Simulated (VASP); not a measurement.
CdPbCl4:

```xyz
6
Lattice="4.9608 0.0000 0.0000 0.0000 4.9608 0.0000 0.0000 0.0000 7.1392" Properties=species:S:1:pos:R:3 pbc="T T T"
Cd    0.0000    0.0000    0.0000
Pb    2.4804    2.4804    3.5696
Cl    2.4804    0.0000    5.2312
Cl    0.0000    2.4804    1.9080
Cl    2.4804    0.0000    1.9080
Cl    0.0000    2.4804    5.2312
```

```yaml
Program: VASP 6.6.1
Task: relaxation of cell and atoms
Functional: PBEsol
Potentials_or_basis: VASP PAW PBE potentials, release 64 (Cd, Pb_d, Cl)
Cutoff: 600 eV
k_mesh: 4 × 4 × 4
Occupations: fermi-dirac, width 0.03 eV
Spin: no spin polarisation
```

At the start: pressure -4.1 GPa; volume 29.28 Å³/atom.

Task: Where does the relaxation end?

Result: Over 11 steps the energy falls by 151.4 meV/atom and the volume is 25.04 Å³/atom (-14.5 %); space group P4/mmm (No. 123, to 0.1 Å) before and after.

The path:
```csv
step,energy change (eV),largest force (eV/Å),pressure (GPa),volume (Å³)
1,0.0000,0.9171,-4.08,175.69
2,-0.4844,1.0401,-0.94,157.40
3,-0.5667,1.0775,1.99,147.41
4,-0.8096,0.4992,1.74,146.22
5,-0.8587,0.0380,1.87,145.38
6,-0.8986,0.0246,-0.82,153.01
7,-0.9022,0.0276,-0.27,151.23
8,-0.9073,0.0368,-0.09,150.63
9,-0.9080,0.0408,0.00,150.34
10,-0.9084,0.0218,0.01,150.29
11,-0.9085,0.0001,0.02,150.24
```

Final structure:
```xyz
6
Lattice="4.7036 0.0000 0.0000 0.0000 4.7036 0.0000 0.0000 0.0000 6.7908" Properties=species:S:1:pos:R:3 pbc="T T T"
Cd    0.0000    0.0000    6.7908
Pb    2.3518    2.3518    3.3954
Cl    2.3518    4.7036    5.1995
Cl    0.0000    2.3518    1.5913
Cl    2.3518    0.0000    1.5913
Cl    4.7036    2.3518    5.1995
```

Caveat: the PAW data sets were made with another functional, which shifts forces and pressure a little.
